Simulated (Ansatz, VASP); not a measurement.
TiPd3 in VASP and in Ansatz

```
CELL_PARAMETERS angstrom
3.78180 0.00000 0.00000
0.00000 3.78180 0.00000
0.00000 0.00000 3.82000
ATOMIC_POSITIONS crystal
Ti 0.00000 0.00000 0.00000
Pd 0.00000 0.50000 0.50000
Pd 0.50000 0.00000 0.50000
Pd 0.50000 0.50000 0.00000
```

Change from the starting cell: equal xx and yy strain of -1 %, crystal datasets.

Alike in both runs: task electric field gradients; functional LDA; k mesh 11 × 11 × 11; occupations fermi-dirac, width 0.05 eV; no spin polarisation.

```csv
,VASP,Ansatz
version,VASP 6.6.1,Ansatz 0.2.0
potentials or method,"VASP PAW LDA potentials, release 64 (Ti_sv, Pd), cutoff 520 eV","all-electron PAW with datasets made for the crystal, scalar-relativistic"
```

Ansatz gave:

* pressure (GPa): 7.4
* traceless stress, the component that is largest in VASP (GPa): -1.17
* size of Vzz on the site where it differs most (V/Å²): 83.7

Problem. Estimate VASP's values.

Solution. Pressure (GPa): 7.8; traceless stress, the component that is largest in VASP (GPa): -1.16; size of Vzz on the site where it differs most (V/Å²): 64.1.

LDA's correlation is that of Perdew and Zunger in VASP and of Perdew and Wang (1992) in Ansatz. Ansatz ran all-electron here, and VASP with PAW potentials.
